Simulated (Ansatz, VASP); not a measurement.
## Two plane-wave programs on Li2TaO3

File INCAR:

```
SYSTEM = Li2TaO3
ALGO = Normal
EDIFF = 1E-7
ENCUT = 520
GGA = PE
ISIF = 2
ISMEAR = 0
LASPH = .TRUE.
LCHARG = .FALSE.
LREAL = .FALSE.
LWAVE = .FALSE.
NBANDS = 26
NELM = 80
PREC = Accurate
SIGMA = 0.1
```

The input KPOINTS:

```
k-points
0
G
  6 6 6
  0 0 0
```

Contents of POSCAR:

```
Li2TaO3
1.0
    0.0000000000      2.2104641700      6.6334665800
    2.1040988600      0.0000000000      6.6334665800
    2.1040988600      2.2104641700      0.0000000000
Li Ta O
2 1 3
Direct
    0.3342075000      0.3342075000      0.6657925000
    0.6657925000      0.6657925000      0.3342075000
    0.0000000000      0.0000000000      0.0000000000
    0.5000000000      0.5000000000      0.5000000000
    0.8371157300      0.8371157300      0.1628842700
    0.1628842700      0.1628842700      0.8371157300
```

Input for Ansatz:

```yaml
crystal:
  lattice:
    - [0.0, 2.21046417, 6.63346658]
    - [2.10409886, 0.0, 6.63346658]
    - [2.10409886, 2.21046417, 0.0]
  atoms:
    - { symbol: Li, position: [0.3342075, 0.3342075, 0.6657925] }
    - { symbol: Li, position: [0.6657925, 0.6657925, 0.3342075] }
    - { symbol: Ta, position: [0.0, 0.0, 0.0] }
    - { symbol: O, position: [0.5, 0.5, 0.5] }
    - { symbol: O, position: [0.83711573, 0.83711573, 0.16288427] }
    - { symbol: O, position: [0.16288427, 0.16288427, 0.83711573] }
basis:
  ecutwfc: 420
kpoints:
  mp_grid: { grid: [6, 6, 6] }
hamiltonian:
  xc: pbe
scf:
  occupations: { method: gaussian, width: 0.1 }
  lower_state_search: "off"
output:
  forces: true
  stress: true
  eigenvalues: true
```

Change from the starting cell: species swapped into the MgFe2O3 type (Fmmm, No. 69).

Alike in both runs: task single point; functional PBE; k mesh 6 × 6 × 6; occupations gaussian, width 0.1 eV; no spin polarisation.

|  | VASP | Ansatz |
| --- | --- | --- |
| version | VASP 6.6.1 | Ansatz 0.2.0 |
| potentials or method | VASP PAW PBE potentials, release 64 (Li_sv, Ta_pv, O), cutoff 520 eV | scalar-relativistic, plane waves, PAW |
| valence electrons in the cell | 35 | 37 |

|  | VASP | Ansatz | Ansatz less VASP |
| --- | --- | --- | --- |
| gap on the k mesh at the Fermi level (eV) | none | none | - |
| rms of the force components (eV/Å) | 1.478 | 1.494 | +0.0160 |

Atom by atom the forces differ by 0.017 eV/Å (rms over components). A gap of «none» marks a metal or a gap that the smearing closes. VASP's potentials hold 35 valence electrons a cell and Ansatz's 37, so a difference there can come from the potentials and not from the codes.

Spin-orbit coupling is off throughout. Noted on VASP's run: the cutoff is short for stress, so the pressure is rough.
